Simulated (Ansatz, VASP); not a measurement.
HgTe: VASP beside Ansatz

```
CELL_PARAMETERS angstrom
0.00000 3.28608 3.28608
3.28608 0.00000 3.28608
3.28608 3.28608 0.00000
ATOMIC_POSITIONS crystal
Hg 0.00000 0.00000 0.00000
Te 0.25000 0.25000 0.25000
```

Alike in both runs: task single point; functional r2SCAN; k mesh 10 × 10 × 10; no spin polarisation.

|  | VASP | Ansatz |
| --- | --- | --- |
| version | VASP 6.6.1 | Ansatz 0.2.0 |
| potentials or method | VASP PAW PBE potentials, release 64 (Hg, Te), cutoff 520 eV | scalar-relativistic, plane waves, PAW |
| occupations | methfessel-paxton of order 1, width 0.05 eV | cold, width 0.05 eV |
| valence electrons in the cell | 18 | 36 |

```csv
,VASP,Ansatz,Ansatz less VASP
gap on the k mesh at the Fermi level (eV),none,none,-
pressure (GPa),0.1,0.0,-0.06
```

VASP's potentials were made for PBE, not for r2SCAN. A gap of «none» marks a metal or a gap that the smearing closes. VASP's potentials hold 18 valence electrons a cell and Ansatz's 36, so a difference there can come from the potentials and not from the codes.

Neither program's run includes spin-orbit coupling.
